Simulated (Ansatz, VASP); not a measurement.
# One calculation of Si, two programs

```
Si
1.0
     0.00000    2.73483    2.73483
     2.73483    0.00000    2.73483
     2.73483    2.73483    0.00000
Si
2
Cartesian
  0.0000 0.0000 0.0000
  1.3674 1.3674 1.3674
```

Alike in both runs: functional PBE; k mesh 10 × 10 × 10; occupations gaussian, width 0.02 eV; no spin polarisation.

Ansatz relaxed the structure, and its values are those at the end. VASP's run is a single point on that final structure, the one shown.

|  | VASP | Ansatz |
| --- | --- | --- |
| version | VASP 6.6.1 | Ansatz 0.2.0 |
| potentials or method | VASP PAW PBE potentials, release 64 (Si), cutoff 500 eV | scalar-relativistic, plane waves, PAW |
| valence electrons in the cell | 8 | 8 |

Ansatz gave:

* gap on the k mesh at the Fermi level (eV): 0.62
* least direct gap on the mesh (eV): 2.55
* pressure (GPa): 0.0

**Question.** What did VASP give for the same quantities?

**Answer.** gap on the k mesh at the Fermi level (eV): 0.62; least direct gap on the mesh (eV): 2.56; pressure (GPa): 0.0.
